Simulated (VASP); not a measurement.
# CoH4 (P6/mmm) in VASP: a series of runs

The runs below take CoH4 through single point, with PBE.

Everything below comes from runs of VASP 6.6.1. Logs are shortened: lines on timing, memory, paths and dates and some standing lists are left out, and cuts for length are marked.

**1. The cell of the first run**

The structure is hexagonal, space group P6/mmm (No. 191). Conventional cell: a = 3.409 Å, b = 3.409 Å, c = 4.462 Å, α = 90.00°, β = 90.00°, γ = 120.00°. Co (site symmetry 6/mmm) has 8 H at 1.70 to 2.23 Å within 2.3 Å. H (site symmetry mmm) has 4 H at 1.70 Å and 2 Co at 1.70 Å within 2.3 Å. H (site symmetry 6/mmm) has 2 Co at 2.23 Å and 12 H at 2.81 Å within 3.0 Å.

**2. Single point, PBE, collinear spin, ferromagnetic start**

INCAR

```
SYSTEM = CoH4
PREC = Accurate
ENCUT = 520
EDIFF = 1E-6
ISMEAR = 0
SIGMA = 0.1
LREAL = .False.
LASPH = .True.
NELM = 150
ALGO = Normal
ISIF = 2
LWAVE = .False.
LCHARG = .True.
ISPIN = 2
MAGMOM = 3 0 0 0 0
LORBIT = 11
LMAXMIX = 4
GGA = PE
LELF = .True.
LVHAR = .True.
NBANDS = 18
```

KPOINTS

```
Automatic mesh
0
Gamma
  6 6 4
  0 0 0
```

POSCAR

```
CoH4
1.0
    3.4094192500      0.0000000000      0.0000000000
   -1.7047096300      2.9526436800      0.0000000000
    0.0000000000      0.0000000000      4.4618266100
Co H
1 4
Direct
    0.0000000000      0.0000000000      0.0000000000
    0.5000000000      0.0000000000      0.0000000000
    0.0000000000      0.5000000000      0.0000000000
    0.5000000000      0.5000000000      0.0000000000
    0.0000000000      0.0000000000      0.5000000000
```

Potentials or basis: VASP PAW PBE potentials, release 64 (Co, H).

Launch:

```console
$ cat potpaw_PBE.64/Co/POTCAR potpaw_PBE.64/H/POTCAR > POTCAR
$ mpirun -np 1 vasp_std > vasp.out
```

OUTCAR:

```text
SYSTEM = CoH4
   PREC = Accurate
   ENCUT = 520
   EDIFF = 1E-6
   ISMEAR = 0
   LREAL = .False.
   LASPH = .True.
   NELM = 150
   ISIF = 2
   ISPIN = 2
   LORBIT = 11
   GGA = PE

 ion  position               nearest neighbor table
   1  0.000  0.000  0.000-   4 1.70   4 1.70   2 1.70   2 1.70   3 1.70   3 1.70
   2  0.500  0.000  0.000-   1 1.70   1 1.70
   3  0.000  0.500  0.000-   1 1.70   1 1.70
   4  0.500  0.500  0.000-   1 1.70   1 1.70
   5  0.000  0.000  0.500-

  LATTYP: Found a hexagonal cell.
 ALAT       =     3.4094192500
 C/A-ratio  =     1.3086764293

  Lattice vectors:

 A1 = (   3.4094192500,   0.0000000000,   0.0000000000)
 A2 = (  -1.7047096300,   2.9526436800,   0.0000000000)
 A3 = (   0.0000000000,   0.0000000000,   4.4618266100)

Analysis of symmetry for initial positions (statically):
=====================================================================
 Subroutine PRICEL returns:
 Original cell was already a primitive cell.

 Routine SETGRP: Setting up the symmetry group for a
 hexagonal supercell.

 Subroutine GETGRP returns: Found 24 space group operations
 (whereof 24 operations were pure point group operations)
 out of a pool of 24 trial point group operations.

The static configuration has the point symmetry D_6h.

Analysis of symmetry for dynamics (positions and initial velocities):
=====================================================================
 Subroutine PRICEL returns:
 Original cell was already a primitive cell.

 Routine SETGRP: Setting up the symmetry group for a
 hexagonal supercell.

 Subroutine GETGRP returns: Found 24 space group operations
 (whereof 24 operations were pure point group operations)
 out of a pool of 24 trial point group operations.

The dynamic configuration has the point symmetry D_6h.

Analysis of structural, dynamic, and magnetic symmetry:
=====================================================================
 Subroutine PRICEL returns:
 Original cell was already a primitive cell.

 Routine SETGRP: Setting up the symmetry group for a
 hexagonal supercell.

 Subroutine GETGRP returns: Found 24 space group operations
 (whereof 24 operations were pure point group operations)
 out of a pool of 24 trial point group operations.

The overall configuration has the point symmetry D_6h.

 Subroutine INISYM returns: Found 24 space group operations
 (whereof 24 operations are pure point group operations),
 and found     1 'primitive' translations

----------------------------------------------------------------------------------------

                                     Primitive cell

  volume of cell :      44.9163

  direct lattice vectors                    reciprocal lattice vectors
     3.409419250  0.000000000  0.000000000     0.293305084  0.169339770  0.000000000
    -1.704709630  2.952643680  0.000000000     0.000000000  0.338679539  0.000000000
     0.000000000  0.000000000  4.461826610     0.000000000  0.000000000  0.224123456

  length of vectors
     3.409419250  3.409419250  4.461826610     0.338679539  0.338679539  0.224123456

  position of ions in fractional coordinates (direct lattice)
     0.000000000  0.000000000  0.000000000
     0.500000000  0.000000000  0.000000000
     0.000000000  0.500000000  0.000000000
     0.500000000  0.500000000  0.000000000
     0.000000000  0.000000000  0.500000000

  ion indices of the primitive-cell ions
   primitive index   ion index
                 1           1
                 2           2
                 3           3
                 4           4
                 5           5

----------------------------------------------------------------------------------------

 KPOINTS: Automatic mesh

Automatic generation of k-mesh.
 Grid dimensions read from file:
 generate k-points for:    6    6    4

 Generating k-lattice:

  Cartesian coordinates                     Fractional coordinates (reciprocal lattice)
     0.048884181  0.028223295  0.000000000     0.166666667  0.000000000  0.000000000
     0.000000000  0.056446590  0.000000000     0.000000000  0.166666667  0.000000000
     0.000000000  0.000000000  0.056030864     0.000000000  0.000000000  0.250000000

  Length of vectors
     0.056446590  0.056446590  0.056030864

  Shift w.r.t. Gamma in fractional coordinates (k-lattice)
     0.000000000  0.000000000  0.000000000

 Subroutine IBZKPT returns following result:
 ===========================================

 Found     21 irreducible k-points:

 Following reciprocal coordinates:
            Coordinates               Weight
  0.000000  0.000000  0.000000      1.000000
  0.166667  0.000000  0.000000      6.000000
  0.333333  0.000000  0.000000      6.000000
  0.500000  0.000000  0.000000      3.000000
  0.166667  0.166667  0.000000      6.000000
  0.333333  0.166667  0.000000     12.000000
[... 13 lines left out ...]
  0.333333  0.166667  0.500000     12.000000
  0.333333  0.333333  0.500000      2.000000
   k-points           NKPTS =     21   k-points in BZ     NKDIM =     21   number of bands    NBANDS=     18
   number of dos      NEDOS =    301   number of ions     NIONS =      5
   total plane-waves  NPLWV =  28224
   dimension x,y,z NGX =    28 NGY =   28 NGZ =   36
   dimension x,y,z NGXF=    56 NGYF=   56 NGZF=   72
   ions per type =               1   4
   NGX,Y,Z   is equivalent  to a cutoff of  13.65, 13.65, 13.41 a.u.
   NGXF,Y,Z  is equivalent  to a cutoff of  27.31, 27.31, 26.83 a.u.
 SYSTEM =  CoH4
   PREC   = accura    normal or accurate (medium, high low for compatibility)
   ISTART =      0    job   : 0-new  1-cont  2-samecut
   ICHARG =      2    charge: 1-file 2-atom 10-const
   ISPIN  =      2    spin polarized calculation?
   LNONCOLLINEAR =      F non collinear calculations
   LSORBIT =      F    spin-orbit coupling
   LASPH  =      T    aspherical Exc in radial PAW
   ENCUT  =  520.0 eV  38.22 Ry    6.18 a.u.   6.34  6.34  8.30*2*pi/ulx,y,z
   NELM   =    150;   NELMIN=  2; NELMDL= -5     # of ELM steps
   EDIFF  = 0.1E-05   stopping-criterion for ELM
   LREAL  =      F    real-space projection
   EDIFFG = 0.1E-04   stopping-criterion for IOM
   NSW    =      0    number of steps for IOM
   IBRION =     -1    ionic relax: 0-MD 1-quasi-New 2-CG
   NFREE  =      0    steps in history (QN), initial steepest desc. (CG)
   ISIF   =      2    stress and relaxation
   ISYM   =      2    0-nonsym 1-usesym 2-fastsym
   POTIM  = 0.5000    time-step for ionic-motion
   TEBEG  =    0.0;   TEEND  =   0.0 temperature during run
   PSTRESS=    0.0 pullay stress
   NELECT =      13.0000    total number of electrons
   NUPDOWN=      -1.0000    fix difference up-down
   EMIN   =  10.00;   EMAX   =-10.00  energy-range for DOS
   EFERMI =   0.00;   METHOD = LEGACY
   ISMEAR =     0;   SIGMA  =   0.10  broadening in eV -4-tet -1-fermi 0-gaus
   EFERMI_NEDOS =   21; number of points for ismear=-14 and -15
   IALGO  =     38    algorithm
   IMIX   =      4    mixing-type and parameters
     AMIX     =   0.40;   BMIX     =  1.00
     AMIX_MAG =   1.60;   BMIX_MAG =  1.00
  volume/ion in A,a.u.               =       8.98        60.62
  Fermi-wavevector in a.u.,A,eV,Ry     =   1.082899  2.046382 15.955144  1.172670
  Thomas-Fermi vector in A             =   2.218952
   LORBIT       =     11    0 simple, 1 ext, 2 COOP (PROOUT), +10 PAW based schemes
   GGA     = PE    functional components
   LHFCALC =     F    Hartree Fock is set to
   AEXX    =    0.0000 exact exchange contribution
   IVDW    =     0    specifies the selected vdW correction
   LEPSILON=     F    determine dielectric tensor
   LRPA    =     F    only Hartree local field effects (RPA)
 spin polarized calculation
 Gauss-broadening in eV      SIGMA  =   0.10
  energy-cutoff  :      520.00
  volume of cell :       44.92
 maximum number of plane-waves:      1229
 NGX is ok and might be reduce to    28
   NGX = 13   NGY = 13   NGZ = 17

 number of electron      12.9999997 magnetization       0.3152498

 Free energy of the ion-electron system (eV)
  ---------------------------------------------------
  ext. energy  EPLUGINS =         0.00000000
  ---------------------------------------------------
  free energy    TOTEN  =       -16.62918843 eV

  energy without entropy =      -16.62104916  energy(sigma->0) =      -16.62511879

 E-fermi :  -0.3617     XC(G=0):  -8.4307

 val. band max:       -0.3652402404   @ k =   0.5000   0.0000   0.0000
 cond. band min:      -0.2174191065   @ k =   0.3333   0.3333   0.5000
 fundamental gap:      0.1478211338
 Fermi energy:        -0.3617482066

 spin component 1

 k-point     1 :       0.0000    0.0000    0.0000
  band No.  band energies     occupation
      1      -9.6645      1.00000
      2      -3.3552      1.00000
      3      -3.3552      1.00000
      4      -2.8004      1.00000
      5      -0.6872      1.00000
      6      -0.6872      1.00000
[... 417 lines left out ...]
      4      -1.0950      1.00000
      5      -1.0950      1.00000
      6      -0.5331      0.99232
[... 10 lines left out ...]
     17      18.5183      0.00000
     18      19.1063      0.00000
 Fermi energy:        -0.3617482066

 spin component 2

 k-point     1 :       0.0000    0.0000    0.0000
  band No.  band energies     occupation
      1      -9.7072      1.00000
      2      -3.1018      1.00000
      3      -3.1018      1.00000
      4      -2.6304      1.00000
      5      -0.4064      0.73617
      6      -0.4064      0.73617
[... 418 lines left out ...]
      5      -0.8415      1.00000
      6      -0.6682      0.99999
[... 10 lines left out ...]
     17      18.5590      0.00000
     18      19.0008      0.00000

------------------------ aborting loop because EDIFF is reached ----------------------------------------

  FORCE on cell =-STRESS in cart. coord.  units (eV):
  Direction    XX          YY          ZZ          XY          YZ          ZX
  --------------------------------------------------------------------------------------
  -------------------------------------------------------------------------------------
  Total       -2.0892774     -2.0892774     -6.9000238      0.0000000      0.0000000      0.0000000
  in kB      -74.5250958    -74.5250956   -246.1257386      0.0000001      0.0000000      0.0000000
  external PRESSURE =    -131.7253100 kB  Pullay stress =       0.0000000 kB

 VOLUME and BASIS-vectors are now :
 -----------------------------------------------------------------------------
  energy-cutoff  :      520.00
  volume of cell :       44.92
      direct lattice vectors                 reciprocal lattice vectors
     3.409419250  0.000000000  0.000000000     0.293305084  0.169339770  0.000000000
    -1.704709630  2.952643680  0.000000000     0.000000000  0.338679539  0.000000000
     0.000000000  0.000000000  4.461826610     0.000000000  0.000000000  0.224123456

 POSITION                                       TOTAL-FORCE (eV/Angst)
 -----------------------------------------------------------------------------------
      0.00000      0.00000      0.00000        -0.000000      0.000000      0.000000
      1.70471      0.00000      0.00000        -0.000000      0.000000      0.000000
     -0.85235      1.47632      0.00000         0.000000      0.000000      0.000000
      0.85235      1.47632      0.00000        -0.000000      0.000000      0.000000
      0.00000      0.00000      2.23091         0.000000      0.000000      0.000000
 -----------------------------------------------------------------------------------
    total drift:                               -0.000000     -0.000000     -0.000000

  FREE ENERGIE OF THE ION-ELECTRON SYSTEM (eV)
  ---------------------------------------------------
  free  energy   TOTEN  =       -16.6291884280 eV

  energy  without entropy=      -16.6210491605  energy(sigma->0) =      -16.62511879

 total charge

# of ion       s       p       d       tot
------------------------------------------
    1        0.391   0.366   7.397   8.155
    2        0.473   0.019   0.000   0.492
    3        0.473   0.019   0.000   0.492
    4        0.473   0.019   0.000   0.492
    5        0.416   0.001   0.000   0.417
--------------------------------------------------
tot          2.226   0.426   7.397  10.049

 magnetization (x)

# of ion       s       p       d       tot
------------------------------------------
    1        0.003  -0.001   0.436   0.438
    2       -0.013   0.000   0.000  -0.013
    3       -0.013   0.000   0.000  -0.013
    4       -0.013   0.000   0.000  -0.013
    5       -0.032   0.000   0.000  -0.031
--------------------------------------------------
tot         -0.067  -0.001   0.436   0.369
```

Wall time 41 s (1 thread of Intel Xeon Platinum 8488C (Sapphire Rapids), shared host); peak memory 0.2 GiB.

What came out:

```yaml
Free_energy: -16.6292 eV
Pressure: -13.2 GPa
Net_moment: 0.32 μB per cell
Site_moments: Co +0.44; H -0.01, -0.03 μB
Valence_electrons_inside_the_program's_atomic_spheres: Co 8.15; H 0.49, 0.42
```

Stress tensor (GPa, compression positive):
```
 -7.45   0.00   0.00
  0.00  -7.45   0.00
  0.00   0.00 -24.61
```

Levels at points of the mesh, in eV from the Fermi level:
Spin up:
```csv
k point,band 4,band 5,band 6,band 7,band 8,band 9,band 10,band 11
"(0.00, 0.00, 0.00)",-2.44,-0.33,-0.33,2.24,3.82,6.74,6.74,11.07
"(0.50, 0.00, 0.00)",-1.04,-0.81,-0.45,-0.42,1.67,3.34,7.47,8.41
"(0.00, 0.00, 0.50)",-2.12,-0.52,-0.35,-0.35,6.78,6.78,8.26,11.56
"(0.50, 0.00, 0.50)",-0.94,-0.76,-0.45,-0.35,0.46,1.74,6.59,8.94
```
Spin down:
```tsv
k point	band 3	band 4	band 5	band 6	band 7	band 8	band 9	band 10
(0.00, 0.00, 0.00)	-2.74	-2.27	-0.04	-0.04	2.62	3.85	6.85	6.85
(0.50, 0.00, 0.00)	-1.60	-0.60	-0.56	-0.14	0.00	1.58	3.54	7.54
(0.00, 0.00, 0.50)	-2.73	-2.28	-0.07	-0.07	0.20	6.88	6.88	8.09
(0.50, 0.00, 0.50)	-0.71	-0.60	-0.57	-0.17	-0.10	0.87	1.65	6.57
```

**3. Single point, PBE**

This run uses another cell than the first one, of 5.87 Å³/atom, 0.654 times its volume.

INCAR

```
PREC     = Accurate       # precision mode
ENCUT    = 520            # plane-wave cutoff, eV
EDIFF    = 1E-6           # SCF threshold, eV
ISMEAR   = 0              # smearing method
SIGMA    = 0.1            # smearing width, eV
LREAL    = F              # projectors in reciprocal space
LASPH    = T              # aspherical terms in the spheres
NELM     = 60             # most SCF steps
ALGO     = Normal         # electronic algorithm
ISIF     = 2              # what is computed and relaxed
LWAVE    = F              # write WAVECAR
LCHARG   = F              # write CHGCAR
GGA      = PE             # functional
NBANDS   = 14             # bands
```

KPOINTS

```
Automatic mesh
0
Gamma
  12 12 12
```

POSCAR: that of step 2 with these lines changed.

```diff
@@ -2,5 +2,5 @@
 1.0
-    3.4094192500      0.0000000000      0.0000000000
-   -1.7047096300      2.9526436800      0.0000000000
-    0.0000000000      0.0000000000      4.4618266100
+    3.2950588187      0.0000000000      0.0000000000
+   -1.6475294094      2.8536046440      0.0000000000
+    0.0000000000      0.0000000000      3.1235785458
 Co H
```

Potentials or basis: VASP PAW PBE potentials, release 64 (Co, H).

Launch:

```console
$ cat potpaw_PBE.64/Co/POTCAR potpaw_PBE.64/H/POTCAR > POTCAR
$ mpirun -np 1 vasp_std > vasp.out
```

Wall time 33 s (1 thread of Intel Xeon Platinum 8488C (Sapphire Rapids), shared host); peak memory 0.19 GiB.

It converged, with:

* Free energy: -18.4289 eV
* Pressure: -0.2 GPa

Levels at points of the mesh, in eV from the Fermi level:
```csv
k point,band 4,band 5,band 6,band 7,band 8,band 9,band 10,band 11
"(0.00, 0.00, 0.00)",-3.43,-0.42,-0.42,6.36,7.17,7.17,8.23,10.41
"(0.50, 0.00, 0.00)",-1.08,-0.83,-0.50,-0.41,1.20,6.10,11.09,12.51
"(0.00, 0.00, 0.50)",-3.30,-0.79,-0.79,-0.04,7.54,7.54,9.37,12.49
"(0.50, 0.00, 0.50)",-1.85,-1.06,-0.96,-0.74,1.18,1.96,6.79,10.92
```

Spin polarisation is off, so any magnetic state and its effect on volume and gap are missing.
